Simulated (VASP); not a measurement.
# Sb (I4_1/amd) in VASP: notebook, part 2 of 3

VASP 6.6.1.

### 4 Single point, PBE (volume scaled by 0.75)

INCAR reads:

```
SYSTEM = Sb
PREC = Accurate ; ENCUT = 520
EDIFF = 1E-6 ; ISMEAR = -1
SIGMA = 0.08 ; LREAL = .FALSE.
LASPH = .TRUE. ; NELM = 100
ALGO = Normal ; ISIF = 2
LWAVE = .FALSE. ; LCHARG = .FALSE.
GGA = PE ; NBANDS = 12
```

KPOINTS reads:

```
regular mesh
0
G
  15 15 15
  0 0 0
```

POSCAR reads:

```
Sb
1.0
   -2.7576953156      2.7576953156      1.4552639948
    2.7576953156     -2.7576953156      1.4552639948
    2.7576953156      2.7576953156     -1.4552639948
Sb
2
Direct
   -0.3750000000     -0.1250000000     -0.2500000000
    0.3750000000      0.1250000000      0.2500000000
```

Potentials or basis: VASP PAW PBE potentials, release 64 (Sb).

The run is started by

```console
> cat potpaw_PBE.64/Sb/POTCAR > POTCAR
> mpirun -np 1 vasp_std > vasp.out
```

OUTCAR:

```text
SYSTEM = Sb
   PREC = Accurate
   ENCUT = 520
   EDIFF = 1E-6
   ISMEAR = -1
   LREAL = .FALSE.
   LASPH = .TRUE.
   NELM = 100
   ISIF = 2
   GGA = PE

 ion  position               nearest neighbor table
   1  0.625  0.875  0.750-   2 2.85   2 2.85   2 2.85   2 2.85   2 3.52   2 3.52   2 3.52   2 3.52

   2  0.375  0.125  0.250-   1 2.85   1 2.85   1 2.85   1 2.85   1 3.52   1 3.52   1 3.52   1 3.52

  LATTYP: Found a body centered tetragonal cell.
 ALAT       =     5.5153906312
 C/A-ratio  =     0.5277102175

  Lattice vectors:

 A1 = (  -2.7576953156,   2.7576953156,   1.4552639948)
 A2 = (   2.7576953156,  -2.7576953156,   1.4552639948)
 A3 = (   2.7576953156,   2.7576953156,  -1.4552639948)

Analysis of symmetry for initial positions (statically):
=====================================================================
 Subroutine PRICEL returns:
 Original cell was already a primitive cell.

 Routine SETGRP: Setting up the symmetry group for a
 body centered tetragonal supercell.

 Subroutine GETGRP returns: Found 16 space group operations
 (whereof  4 operations were pure point group operations)
 out of a pool of 16 trial point group operations.

The static configuration has the point symmetry C_2h.
 The point group associated with its full space group is D_4h.

Analysis of symmetry for dynamics (positions and initial velocities):
=====================================================================
 Subroutine PRICEL returns:
 Original cell was already a primitive cell.

 Routine SETGRP: Setting up the symmetry group for a
 body centered tetragonal supercell.

 Subroutine GETGRP returns: Found 16 space group operations
 (whereof  4 operations were pure point group operations)
 out of a pool of 16 trial point group operations.

The dynamic configuration has the point symmetry C_2h.
 The point group associated with its full space group is D_4h.

 Subroutine INISYM returns: Found 16 space group operations
 (whereof  4 operations are pure point group operations),
 and found     1 'primitive' translations

----------------------------------------------------------------------------------------

                                     Primitive cell

  volume of cell :      44.2685

  direct lattice vectors                    reciprocal lattice vectors
    -2.757695316  2.757695316  1.455263995     0.000000000  0.181310820  0.343580273
     2.757695316 -2.757695316  1.455263995     0.181310820  0.000000000  0.343580273
     2.757695316  2.757695316 -1.455263995     0.181310820  0.181310820  0.000000000

  length of vectors
     4.162638611  4.162638611  4.162638611     0.388485543  0.388485543  0.256412221

  position of ions in fractional coordinates (direct lattice)
     0.625000000  0.875000000  0.750000000
     0.375000000  0.125000000  0.250000000

  ion indices of the primitive-cell ions
   primitive index   ion index
                 1           1
                 2           2

----------------------------------------------------------------------------------------

 KPOINTS: regular mesh

Automatic generation of k-mesh.
 Grid dimensions read from file:
 generate k-points for:   15   15   15

 Generating k-lattice:

  Cartesian coordinates                     Fractional coordinates (reciprocal lattice)
     0.000000000  0.012087388  0.022905352     0.066666667  0.000000000  0.000000000
     0.012087388  0.000000000  0.022905352     0.000000000  0.066666667  0.000000000
     0.012087388  0.012087388  0.000000000     0.000000000  0.000000000  0.066666667

  Length of vectors
     0.025899036  0.025899036  0.017094148

  Shift w.r.t. Gamma in fractional coordinates (k-lattice)
     0.000000000  0.000000000  0.000000000

 Subroutine IBZKPT returns following result:
 ===========================================

 Found    288 irreducible k-points:

 Following reciprocal coordinates:
            Coordinates               Weight
  0.000000  0.000000  0.000000      1.000000
  0.066667 -0.000000  0.000000      8.000000
  0.133333 -0.000000  0.000000      8.000000
  0.200000  0.000000  0.000000      8.000000
  0.266667 -0.000000  0.000000      8.000000
  0.333333 -0.000000  0.000000      8.000000
[... 16 lines left out ...]
  0.133333  0.133333  0.000000      8.000000
  0.200000  0.133333  0.000000     16.000000
 [... further k-points ...]
   k-points           NKPTS =    288   k-points in BZ     NKDIM =    288   number of bands    NBANDS=     12
   number of dos      NEDOS =    301   number of ions     NIONS =      2
   total plane-waves  NPLWV =  32768
   dimension x,y,z NGX =    32 NGY =   32 NGZ =   32
   dimension x,y,z NGXF=    64 NGYF=   64 NGZF=   64
   ions per type =               2
   NGX,Y,Z   is equivalent  to a cutoff of  12.78, 12.78, 12.78 a.u.
   NGXF,Y,Z  is equivalent  to a cutoff of  25.56, 25.56, 25.56 a.u.
 SYSTEM =  Sb
   PREC   = accura    normal or accurate (medium, high low for compatibility)
   ISTART =      0    job   : 0-new  1-cont  2-samecut
   ICHARG =      2    charge: 1-file 2-atom 10-const
   ISPIN  =      1    spin polarized calculation?
   LNONCOLLINEAR =      F non collinear calculations
   LSORBIT =      F    spin-orbit coupling
   LASPH  =      T    aspherical Exc in radial PAW
   ENCUT  =  520.0 eV  38.22 Ry    6.18 a.u.   7.74  7.74  7.74*2*pi/ulx,y,z
   NELM   =    100;   NELMIN=  2; NELMDL= -5     # of ELM steps
   EDIFF  = 0.1E-05   stopping-criterion for ELM
   LREAL  =      F    real-space projection
   EDIFFG = 0.1E-04   stopping-criterion for IOM
   NSW    =      0    number of steps for IOM
   IBRION =     -1    ionic relax: 0-MD 1-quasi-New 2-CG
   NFREE  =      0    steps in history (QN), initial steepest desc. (CG)
   ISIF   =      2    stress and relaxation
   ISYM   =      2    0-nonsym 1-usesym 2-fastsym
   POTIM  = 0.5000    time-step for ionic-motion
   TEBEG  =    0.0;   TEEND  =   0.0 temperature during run
   PSTRESS=    0.0 pullay stress
   NELECT =      10.0000    total number of electrons
   NUPDOWN=      -1.0000    fix difference up-down
   EMIN   =  10.00;   EMAX   =-10.00  energy-range for DOS
   EFERMI =   0.00;   METHOD = LEGACY
   ISMEAR =    -1;   SIGMA  =   0.08  broadening in eV -4-tet -1-fermi 0-gaus
   EFERMI_NEDOS =   21; number of points for ismear=-14 and -15
   IALGO  =     38    algorithm
   IMIX   =      4    mixing-type and parameters
     AMIX     =   0.40;   BMIX     =  1.00
     AMIX_MAG =   1.60;   BMIX_MAG =  1.00
  volume/ion in A,a.u.               =      22.13       149.37
  Fermi-wavevector in a.u.,A,eV,Ry     =   0.997034  1.884121 13.525241  0.994077
  Thomas-Fermi vector in A             =   2.129163
   LORBIT       =      0    0 simple, 1 ext, 2 COOP (PROOUT), +10 PAW based schemes
   GGA     = PE    functional components
   LHFCALC =     F    Hartree Fock is set to
   AEXX    =    0.0000 exact exchange contribution
   IVDW    =     0    specifies the selected vdW correction
   LEPSILON=     F    determine dielectric tensor
   LRPA    =     F    only Hartree local field effects (RPA)
 non-spin polarized calculation
  energy-cutoff  :      520.00
  volume of cell :       44.27
 maximum number of plane-waves:      1214
   NGX = 15   NGY = 15   NGZ = 15

 number of electron      10.0000000 magnetization

 number of electron       9.9999999 magnetization

 Free energy of the ion-electron system (eV)
  ---------------------------------------------------
  ext. energy  EPLUGINS =         0.00000000
  ---------------------------------------------------
  free energy    TOTEN  =        -6.95278104 eV

  energy without entropy =       -6.93501739  energy(sigma->0) =       -6.94389922

 E-fermi :  11.6007     XC(G=0): -11.0165

 val. band max:       11.5994918392   @ k =  -0.2667  -0.4000   0.1333
 cond. band min:      11.6054594568   @ k =  -0.3333   0.4667   0.3333
 fundamental gap:      0.0059676177
 Fermi energy:        11.6007331269

 k-point     1 :       0.0000    0.0000    0.0000
  band No.  band energies     occupation
      1      -3.5078      2.00000
      2       4.7764      2.00000
      3       6.7646      2.00000
      4       6.7646      2.00000
      5      12.5955      0.00001
      6      15.9863      0.00000
      7      15.9863      0.00000
      8      17.4805      0.00000
      9      17.7247      0.00000
     10      19.6350      0.00000
     11      20.4378      0.00000
     12      21.9831      0.00000
[... 331 lines left out ...]
 k-point    24 :       0.2000    0.1333    0.0000
  band No.  band energies     occupation
      1      -1.1758      2.00000
      2       4.9225      2.00000
      3       8.0144      2.00000
      4       8.8616      2.00000
      5       9.3617      2.00000
      6      10.0891      2.00000
      7      13.5537      0.00000
      8      13.8437      0.00000
      9      15.6895      0.00000
     10      17.0881      0.00000
     11      18.1128      0.00000
     12      22.7924      0.00000

 [... further k-points ...]
[... 5 lines left out ...]
  --------------------------------------------------------------------------------------
  -------------------------------------------------------------------------------------
  Total        8.6706640      8.6706640      8.6651965      0.0000000     -0.0000000      0.0000000
  in kB      313.8113147    313.8113147    313.6134343      0.0000000     -0.0000000      0.0000000
  external PRESSURE =     313.7453546 kB  Pullay stress =       0.0000000 kB

 VOLUME and BASIS-vectors are now :
 -----------------------------------------------------------------------------
  energy-cutoff  :      520.00
  volume of cell :       44.27
      direct lattice vectors                 reciprocal lattice vectors
    -2.757695316  2.757695316  1.455263995     0.000000000  0.181310820  0.343580273
     2.757695316 -2.757695316  1.455263995     0.181310820  0.000000000  0.343580273
     2.757695316  2.757695316 -1.455263995     0.181310820  0.181310820  0.000000000

 POSITION                                       TOTAL-FORCE (eV/Angst)
 -----------------------------------------------------------------------------------
      2.75770      1.37885      1.09145         0.000000     -0.000000     -0.000000
     -0.00000      1.37885      0.36382        -0.000000      0.000000      0.000000
 -----------------------------------------------------------------------------------
    total drift:                                0.000000     -0.000000      0.000000

  FREE ENERGIE OF THE ION-ELECTRON SYSTEM (eV)
  ---------------------------------------------------
  free  energy   TOTEN  =        -6.9527810426 eV

  energy  without entropy=       -6.9350173903  energy(sigma->0) =       -6.94389922
```

stdout:

```text
POSCAR found type information on POSCAR Sb
 POSCAR found :  1 types and       2 ions
 scaLAPACK will be used
 LDA part: xc-table for (Slater+PW92), standard interpolation
 POSCAR, INCAR and KPOINTS ok, starting setup
 FFT: planning ... GRIDC
 FFT: planning ... GRID_SOFT
 FFT: planning ... GRID
 WAVECAR not read
 entering main loop
```

Run time: 66 s. Hardware: 1 thread of Intel Xeon Platinum 8259CL at 2.50GHz (Skylake/Cascade Lake), shared host; peak memory 0.27 GiB.

What came out:

| Quantity | Value |
| --- | --- |
| Free energy | -6.9528 eV |
| Pressure | 31.4 GPa |
| Band gap on the k mesh | zero (band 5 reaches 15.74 eV, above the bottom of band 6 at 8.50 eV) |

Caveat: spin-orbit coupling is left out, which moves the levels of the heavy elements.

(Continued in part 3 of 3.)
